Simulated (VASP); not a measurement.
# PbO (P6_3mc) in VASP: a series of runs

PbO is run at these levels: PBE; tasks: single point.

Program: VASP 6.6.1. These are calculated values, not measurements. Logs are shortened: lines on timing, memory, paths and dates and some standing lists are left out, and cuts for length are marked.

## (1) The cell of the first run

The structure is hexagonal, space group P6_3mc (No. 186). The conventional cell has a = 4.197 Å, b = 4.197 Å, c = 5.622 Å, α = 90.00°, β = 90.00°, γ = 120.00°. Within 3.1 Å of Pb (site symmetry 3m) lie 4 O at 2.33 to 2.47 Å. O (site symmetry 3m) has 4 Pb at 2.33 to 2.47 Å within 3.1 Å.

## (2) Single point, PBE

The input, INCAR:

```
  ALGO = Normal
  EDIFF = 1E-6
  ENCUT = 520
  GGA = PE
  ISIF = 2
  ISMEAR = 0
  LASPH = True
  LCHARG = False
  LREAL = False
  LWAVE = False
  NBANDS = 28
  NELM = 100
  PREC = Accurate
  SIGMA = 0.01
```

The input, KPOINTS:

```
k-points
0
Gamma
  6 6 2
```

The input, POSCAR:

```
PbO
1.0
    4.1968626294      0.0000000000      0.0000000000
   -2.0984313147      3.6345896532      0.0000000000
    0.0000000000      0.0000000000      5.6222899483
Pb O
2 2
Direct
    0.3333333333      0.6666666667     -0.0195315233
    0.6666666667      0.3333333333      0.4804684767
    0.3333333333      0.6666666667      0.3945315233
    0.6666666667      0.3333333333      0.8945315233
```

Potentials or basis: VASP PAW PBE potentials, release 64 (Pb_d, O).

On the command line:

```
cat potpaw_PBE.64/Pb_d/POTCAR potpaw_PBE.64/O/POTCAR > POTCAR
mpirun -np 1 vasp_std > vasp.out
```

OUTCAR:

```text
EDIFF = 1E-6
   ENCUT = 520
   GGA = PE
   ISIF = 2
   ISMEAR = 0
   LASPH = True
   LREAL = False
   NELM = 100
   PREC = Accurate

 ion  position               nearest neighbor table
   1  0.333  0.667  0.980-   3 2.33   4 2.47   4 2.47   4 2.47   2 3.71   2 3.71   2 3.71   2 3.71
                             2 3.71   2 3.71
   2  0.667  0.333  0.480-   4 2.33   3 2.47   3 2.47   3 2.47   1 3.71   1 3.71   1 3.71   1 3.71
                             1 3.71   1 3.71
   3  0.333  0.667  0.395-   1 2.33   2 2.47   2 2.47   2 2.47
   4  0.667  0.333  0.895-   2 2.33   1 2.47   1 2.47   1 2.47

  LATTYP: Found a hexagonal cell.
 ALAT       =     4.1968626294
 C/A-ratio  =     1.3396411665

  Lattice vectors:

 A1 = (   4.1968626294,   0.0000000000,   0.0000000000)
 A2 = (  -2.0984313147,   3.6345896532,   0.0000000000)
 A3 = (   0.0000000000,   0.0000000000,   5.6222899483)

Analysis of symmetry for initial positions (statically):
=====================================================================
 Subroutine PRICEL returns:
 Original cell was already a primitive cell.

 Routine SETGRP: Setting up the symmetry group for a
 hexagonal supercell.

 Subroutine GETGRP returns: Found 12 space group operations
 (whereof  6 operations were pure point group operations)
 out of a pool of 24 trial point group operations.

The static configuration has the point symmetry C_3v.
 The point group associated with its full space group is C_6v.

Analysis of symmetry for dynamics (positions and initial velocities):
=====================================================================
 Subroutine PRICEL returns:
 Original cell was already a primitive cell.

 Routine SETGRP: Setting up the symmetry group for a
 hexagonal supercell.

 Subroutine GETGRP returns: Found 12 space group operations
 (whereof  6 operations were pure point group operations)
 out of a pool of 24 trial point group operations.

The dynamic configuration has the point symmetry C_3v.
 The point group associated with its full space group is C_6v.

 Subroutine INISYM returns: Found 12 space group operations
 (whereof  6 operations are pure point group operations),
 and found     1 'primitive' translations

----------------------------------------------------------------------------------------

                                     Primitive cell

  volume of cell :      85.7617

  direct lattice vectors                    reciprocal lattice vectors
     4.196862629  0.000000000  0.000000000     0.238273227  0.137567111  0.000000000
    -2.098431315  3.634589653  0.000000000     0.000000000  0.275134223  0.000000000
     0.000000000  0.000000000  5.622289948     0.000000000  0.000000000  0.177863470

  length of vectors
     4.196862629  4.196862629  5.622289948     0.275134223  0.275134223  0.177863470

  position of ions in fractional coordinates (direct lattice)
     0.333333333  0.666666667  0.980468477
     0.666666667  0.333333333  0.480468477
     0.333333333  0.666666667  0.394531523
     0.666666667  0.333333333  0.894531523

  ion indices of the primitive-cell ions
   primitive index   ion index
                 1           1
                 2           2
                 3           3
                 4           4

----------------------------------------------------------------------------------------

 KPOINTS: k-points

Automatic generation of k-mesh.
 Grid dimensions read from file:
 generate k-points for:    6    6    2

 Generating k-lattice:

  Cartesian coordinates                     Fractional coordinates (reciprocal lattice)
     0.039712204  0.022927852  0.000000000     0.166666667 -0.000000000  0.000000000
     0.000000000  0.045855704  0.000000000     0.000000000  0.166666667  0.000000000
     0.000000000  0.000000000  0.088931735     0.000000000  0.000000000  0.500000000

  Length of vectors
     0.045855704  0.045855704  0.088931735

  Shift w.r.t. Gamma in fractional coordinates (k-lattice)
     0.000000000  0.000000000  0.000000000

 Subroutine IBZKPT returns following result:
 ===========================================

 Found     14 irreducible k-points:

 Following reciprocal coordinates:
            Coordinates               Weight
  0.000000  0.000000  0.000000      1.000000
  0.166667 -0.000000  0.000000      6.000000
  0.333333 -0.000000  0.000000      6.000000
  0.500000  0.000000  0.000000      3.000000
  0.166667  0.166667  0.000000      6.000000
  0.333333  0.166667  0.000000     12.000000
  0.333333  0.333333  0.000000      2.000000
  0.000000  0.000000  0.500000      1.000000
  0.166667 -0.000000  0.500000      6.000000
  0.333333 -0.000000  0.500000      6.000000
  0.500000  0.000000  0.500000      3.000000
  0.166667  0.166667  0.500000      6.000000
  0.333333  0.166667  0.500000     12.000000
  0.333333  0.333333  0.500000      2.000000
   k-points           NKPTS =     14   k-points in BZ     NKDIM =     14   number of bands    NBANDS=     28
   number of dos      NEDOS =    301   number of ions     NIONS =      4
   total plane-waves  NPLWV =  43008
   dimension x,y,z NGX =    32 NGY =   32 NGZ =   42
   dimension x,y,z NGXF=    64 NGYF=   64 NGZF=   84
   ions per type =               2   2
   NGX,Y,Z   is equivalent  to a cutoff of  12.68, 12.68, 12.42 a.u.
   NGXF,Y,Z  is equivalent  to a cutoff of  25.35, 25.35, 24.84 a.u.
 SYSTEM =  unknown system
   PREC   = accura    normal or accurate (medium, high low for compatibility)
   ISTART =      0    job   : 0-new  1-cont  2-samecut
   ICHARG =      2    charge: 1-file 2-atom 10-const
   ISPIN  =      1    spin polarized calculation?
   LNONCOLLINEAR =      F non collinear calculations
   LSORBIT =      F    spin-orbit coupling
   LASPH  =      T    aspherical Exc in radial PAW
   ENCUT  =  520.0 eV  38.22 Ry    6.18 a.u.   7.80  7.80 10.45*2*pi/ulx,y,z
   NELM   =    100;   NELMIN=  2; NELMDL= -5     # of ELM steps
   EDIFF  = 0.1E-05   stopping-criterion for ELM
   LREAL  =      F    real-space projection
   EDIFFG = 0.1E-04   stopping-criterion for IOM
   NSW    =      0    number of steps for IOM
   IBRION =     -1    ionic relax: 0-MD 1-quasi-New 2-CG
   NFREE  =      0    steps in history (QN), initial steepest desc. (CG)
   ISIF   =      2    stress and relaxation
   ISYM   =      2    0-nonsym 1-usesym 2-fastsym
   POTIM  = 0.5000    time-step for ionic-motion
   TEBEG  =    0.0;   TEEND  =   0.0 temperature during run
   PSTRESS=    0.0 pullay stress
   NELECT =      40.0000    total number of electrons
   NUPDOWN=      -1.0000    fix difference up-down
   EMIN   =  10.00;   EMAX   =-10.00  energy-range for DOS
   EFERMI =   0.00;   METHOD = LEGACY
   ISMEAR =     0;   SIGMA  =   0.01  broadening in eV -4-tet -1-fermi 0-gaus
   EFERMI_NEDOS =   21; number of points for ismear=-14 and -15
   IALGO  =     38    algorithm
   IMIX   =      4    mixing-type and parameters
     AMIX     =   0.40;   BMIX     =  1.00
     AMIX_MAG =   1.60;   BMIX_MAG =  1.00
  volume/ion in A,a.u.               =      21.44       144.69
  Fermi-wavevector in a.u.,A,eV,Ry     =   1.269591  2.399178 21.930691  1.611860
  Thomas-Fermi vector in A             =   2.402624
   LORBIT       =      0    0 simple, 1 ext, 2 COOP (PROOUT), +10 PAW based schemes
   GGA     = PE    functional components
   LHFCALC =     F    Hartree Fock is set to
   AEXX    =    0.0000 exact exchange contribution
   IVDW    =     0    specifies the selected vdW correction
   LEPSILON=     F    determine dielectric tensor
   LRPA    =     F    only Hartree local field effects (RPA)
 non-spin polarized calculation
 Gauss-broadening in eV      SIGMA  =   0.01
  energy-cutoff  :      520.00
  volume of cell :       85.76
 maximum number of plane-waves:      2360
 NGX is ok and might be reduce to    32
   NGX = 15   NGY = 15   NGZ = 21

 number of electron      39.9999994 magnetization

 Free energy of the ion-electron system (eV)
  ---------------------------------------------------
  ext. energy  EPLUGINS =         0.00000000
  ---------------------------------------------------
  free energy    TOTEN  =       -20.77082528 eV

  energy without entropy =      -20.77082528  energy(sigma->0) =      -20.77082528

 E-fermi :   4.7526     XC(G=0):  -9.4401

 val. band max:        4.6537271287   @ k =   0.3333   0.3333   0.5000
 cond. band min:       6.5211611838   @ k =   0.5000   0.0000   0.5000
 fundamental gap:      1.8674340551
 Fermi energy:         4.7526390229

 k-point     1 :       0.0000    0.0000    0.0000
  band No.  band energies     occupation
      1     -13.1075      2.00000
      2     -12.9083      2.00000
      3     -11.4953      2.00000
      4     -11.4953      2.00000
      5     -11.4588      2.00000
      6     -11.4588      2.00000
[... 20 lines left out ...]
     27      12.4720      0.00000
     28      14.8720      0.00000

 k-point     2 :       0.1667   -0.0000    0.0000
  band No.  band energies     occupation
      1     -13.0966      2.00000
      2     -12.9232      2.00000
      3     -11.4985      2.00000
      4     -11.4749      2.00000
      5     -11.4487      2.00000
      6     -11.4476      2.00000
[... 20 lines left out ...]
     27      13.7186      0.00000
     28      14.7328      0.00000

 k-point     3 :       0.3333   -0.0000    0.0000
  band No.  band energies     occupation
      1     -13.0716      2.00000
      2     -12.9619      2.00000
      3     -11.5105      2.00000
      4     -11.4780      2.00000
      5     -11.4238      2.00000
      6     -11.4229      2.00000
[... 20 lines left out ...]
     27      13.5355      0.00000
     28      14.8607      0.00000

 k-point     4 :       0.5000    0.0000    0.0000
  band No.  band energies     occupation
      1     -13.0526      2.00000
      2     -12.9905      2.00000
      3     -11.5169      2.00000
      4     -11.4811      2.00000
      5     -11.4088      2.00000
      6     -11.4082      2.00000
[... 20 lines left out ...]
     27      13.2719      0.00000
     28      14.3252      0.00000

 k-point     5 :       0.1667    0.1667    0.0000
  band No.  band energies     occupation
      1     -13.0782      2.00000
      2     -12.9503      2.00000
      3     -11.5130      2.00000
      4     -11.4687      2.00000
      5     -11.4363      2.00000
      6     -11.4227      2.00000
[... 20 lines left out ...]
     27      13.0732      0.00000
     28      14.8789      0.00000

 k-point     6 :       0.3333    0.1667    0.0000
  band No.  band energies     occupation
      1     -13.0513      2.00000
      2     -12.9890      2.00000
      3     -11.5295      2.00000
      4     -11.4607      2.00000
      5     -11.4267      2.00000
      6     -11.4054      2.00000
[... 20 lines left out ...]
     27      12.4698      0.00000
     28      15.0054      0.00000

 k-point     7 :       0.3333    0.3333    0.0000
  band No.  band energies     occupation
      1     -13.0212      2.00000
      2     -13.0212      2.00000
      3     -11.5411      2.00000
      4     -11.4328      2.00000
      5     -11.4291      2.00000
      6     -11.4291      2.00000
[... 20 lines left out ...]
     27      11.7984      0.00000
     28      15.4421      0.00000

 k-point     8 :       0.0000    0.0000    0.5000
  band No.  band energies     occupation
      1     -12.9477      2.00000
      2     -12.9477      2.00000
      3     -11.5049      2.00000
      4     -11.5049      2.00000
      5     -11.5049      2.00000
      6     -11.5049      2.00000
[... 20 lines left out ...]
     27      13.4502      0.00000
     28      13.4502      0.00000

 k-point     9 :       0.1667   -0.0000    0.5000
  band No.  band energies     occupation
      1     -12.9473      2.00000
      2     -12.9473      2.00000
      3     -11.4894      2.00000
      4     -11.4894      2.00000
      5     -11.4847      2.00000
      6     -11.4847      2.00000
[... 20 lines left out ...]
     27      13.9181      0.00000
     28      13.9181      0.00000

 k-point    10 :       0.3333   -0.0000    0.5000
  band No.  band energies     occupation
      1     -12.9509      2.00000
      2     -12.9509      2.00000
      3     -11.4719      2.00000
      4     -11.4719      2.00000
      5     -11.4592      2.00000
      6     -11.4592      2.00000
[... 20 lines left out ...]
     27      14.1335      0.00000
     28      14.1335      0.00000

 k-point    11 :       0.5000    0.0000    0.5000
  band No.  band energies     occupation
      1     -12.9547      2.00000
      2     -12.9547      2.00000
      3     -11.4813      2.00000
      4     -11.4813      2.00000
      5     -11.4447      2.00000
      6     -11.4447      2.00000
[... 20 lines left out ...]
     27      14.3542      0.00000
     28      14.3542      0.00000

 k-point    12 :       0.1667    0.1667    0.5000
  band No.  band energies     occupation
      1     -12.9491      2.00000
      2     -12.9491      2.00000
      3     -11.4701      2.00000
      4     -11.4701      2.00000
      5     -11.4637      2.00000
      6     -11.4637      2.00000
[... 20 lines left out ...]
     27      14.3163      0.00000
     28      14.3163      0.00000

 k-point    13 :       0.3333    0.1667    0.5000
  band No.  band energies     occupation
      1     -12.9531      2.00000
      2     -12.9531      2.00000
      3     -11.4732      2.00000
      4     -11.4732      2.00000
      5     -11.4458      2.00000
      6     -11.4458      2.00000
[... 20 lines left out ...]
     27      14.6348      0.00000
     28      14.6348      0.00000

 k-point    14 :       0.3333    0.3333    0.5000
  band No.  band energies     occupation
      1     -12.9536      2.00000
      2     -12.9536      2.00000
      3     -11.4698      2.00000
      4     -11.4698      2.00000
      5     -11.4411      2.00000
      6     -11.4411      2.00000
[... 20 lines left out ...]
     27      14.9916      0.00000
     28      14.9916      0.00000

------------------------ aborting loop because EDIFF is reached ----------------------------------------

  FORCE on cell =-STRESS in cart. coord.  units (eV):
  Direction    XX          YY          ZZ          XY          YZ          ZX
  --------------------------------------------------------------------------------------
  -------------------------------------------------------------------------------------
  Total        0.8909213      0.8909213      2.4684734      0.0000000      0.0000000      0.0000000
  in kB       16.6439556     16.6439556     46.1153650      0.0000000      0.0000000      0.0000000
  external PRESSURE =      26.4677587 kB  Pullay stress =       0.0000000 kB

 VOLUME and BASIS-vectors are now :
 -----------------------------------------------------------------------------
  energy-cutoff  :      520.00
  volume of cell :       85.76
      direct lattice vectors                 reciprocal lattice vectors
     4.196862629  0.000000000  0.000000000     0.238273227  0.137567111  0.000000000
    -2.098431315  3.634589653  0.000000000     0.000000000  0.275134223  0.000000000
     0.000000000  0.000000000  5.622289948     0.000000000  0.000000000  0.177863470

 POSITION                                       TOTAL-FORCE (eV/Angst)
 -----------------------------------------------------------------------------------
     -0.00000      2.42306      5.51248         0.000000      0.000000      0.007549
      2.09843      1.21153      2.70133        -0.000000     -0.000000      0.007549
     -0.00000      2.42306      2.21817         0.000000      0.000000     -0.007549
      2.09843      1.21153      5.02932        -0.000000     -0.000000     -0.007549
 -----------------------------------------------------------------------------------
    total drift:                               -0.000000      0.000000      0.000791

  FREE ENERGIE OF THE ION-ELECTRON SYSTEM (eV)
  ---------------------------------------------------
  free  energy   TOTEN  =       -20.7708252780 eV

  energy  without entropy=      -20.7708252780  energy(sigma->0) =      -20.77082528
```

Run time: 55 s. Hardware: 1 thread of AMD EPYC 7R13, shared host; peak memory 0.17 GiB.

What came out:

```
Free energy            : -20.7708 eV
Pressure               : 2.6 GPa
Largest force          : 0.008 eV/Å
Band gap on the k mesh : 1.87 eV, indirect (least direct gap 2.07 eV)
```

Forces on the atoms (eV/Å):
```
Pb   0.000  0.000  0.008
Pb   0.000  0.000  0.008
O    0.000  0.000 -0.008
O    0.000  0.000 -0.008
```

Stress tensor (GPa, compression positive):
```
1.66 0.00 0.00
0.00 1.66 0.00
0.00 0.00 4.61
```

Caveat: the k points lie up to 0.56 Å⁻¹ apart; spin-orbit coupling is left out, which moves the levels of the heavy elements. A k mesh can miss the band edges.

(Part 1 of 2 ends here.)
